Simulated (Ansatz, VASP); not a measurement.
## Ta: VASP beside Ansatz

The input INCAR:

```
SYSTEM = Ta
PREC = Accurate ; ENCUT = 520
EDIFF = 1E-6 ; ISMEAR = 0
SIGMA = 0.15 ; LREAL = .FALSE.
LASPH = .TRUE. ; NELM = 60
ALGO = Fast ; ISIF = 2
LWAVE = .FALSE. ; LCHARG = .FALSE.
GGA = PE ; NBANDS = 12
```

The input KPOINTS:

```
Automatic mesh
0
G
  20 20 20
  0 0 0
```

Contents of POSCAR:

```
Ta
1.0
   -1.5191776000      1.5191776000      1.5852288000
    1.5191776000     -1.5191776000      1.5852288000
    1.5191776000      1.5191776000     -1.5852288000
Ta
1
Direct
    0.0000000000      0.0000000000      0.0000000000
```

Input for Ansatz:

```yaml
crystal:
  lattice:
    - [-1.5191776, 1.5191776, 1.5852288]
    - [1.5191776, -1.5191776, 1.5852288]
    - [1.5191776, 1.5191776, -1.5852288]
  atoms:
    - { symbol: Ta, position: [0.0, 0.0, 0.0] }
basis:
  ecutwfc: 420
kpoints:
  mp_grid: { grid: [20, 20, 20] }
hamiltonian:
  xc: pbe
scf:
  occupations: { method: gaussian, width: 0.15 }
output:
  forces: true
  stress: true
  eigenvalues: true
```

Change from the starting cell: strain -0.080 along x and y, -0.040 along z, atoms carried along.

Alike in both runs: task single point; functional PBE; k mesh 20 × 20 × 20; occupations gaussian, width 0.15 eV; no spin polarisation.

|  | VASP | Ansatz |
| --- | --- | --- |
| version | VASP 6.6.1 | Ansatz 0.2.0 |
| potentials or method | VASP PAW PBE potentials, release 64 (Ta_pv), cutoff 520 eV | scalar-relativistic, plane waves, PAW |
| valence electrons in the cell | 11 | 13 |

VASP gave:

```
gap on the k mesh at the Fermi level (eV)                     : none
pressure (GPa)                                                : 66.4
traceless stress, the component that is largest in VASP (GPa) : -5.66
```

Estimate Ansatz's values.

gap on the k mesh at the Fermi level (eV): none; pressure (GPa): 65.6; traceless stress, the component that is largest in VASP (GPa): -5.68.

A gap of «none» marks a metal or a gap that the smearing closes. Both programs put the cell under a high pressure, so it lies far from rest at this level. VASP's potentials hold 11 valence electrons a cell and Ansatz's 13, so a difference there can come from the potentials and not from the codes.

Neither program's run includes spin-orbit coupling. Noted on VASP's run: the cell as given lies far from equilibrium.
